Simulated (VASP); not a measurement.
A run of VASP 6.6.1 is set up as follows.

INCAR

```
PREC = Accurate
ENCUT = 520
EDIFF = 1E-6
ISMEAR = 0
SIGMA = 0.05
LREAL = F
LASPH = T
NELM = 150
ALGO = Normal
ISIF = 2
LWAVE = F
LCHARG = F
ISPIN = 2
MAGMOM = 0.5 0
LORBIT = 11
LMAXMIX = 6
GGA = PE
NBANDS = 27
```

Contents of KPOINTS:

```
regular mesh
0
Gamma
  10 10 8
```

POSCAR

```
EuBi
1.0
    4.2571105085      0.0000000000      0.0000000000
   -2.1285552542      3.6867658471      0.0000000000
    0.0000000000      0.0000000000      4.5948271663
Eu Bi
1 1
Direct
    0.0000000000      0.0000000000      0.0000000000
    0.6666666667      0.3333333333      0.5000000000
```

Potentials or basis: VASP PAW PBE potentials, release 64 (Eu, Bi_d).

Run with:

```console
$ cat potpaw_PBE.64/Eu/POTCAR potpaw_PBE.64/Bi_d/POTCAR > POTCAR
$ mpirun -np 1 vasp_std > vasp.out
```

Question: Estimate the pressure.

Answer: -0.2 GPa.

Question: What does it give for the site moments?

Answer: Eu +6.54; Bi -0.06 μB.

Stress tensor (GPa, compression positive):
```
-0.12  0.00  0.00
 0.00 -0.12  0.00
 0.00  0.00 -0.27
```

 The state reached can hang on the start; a lower one may exist.
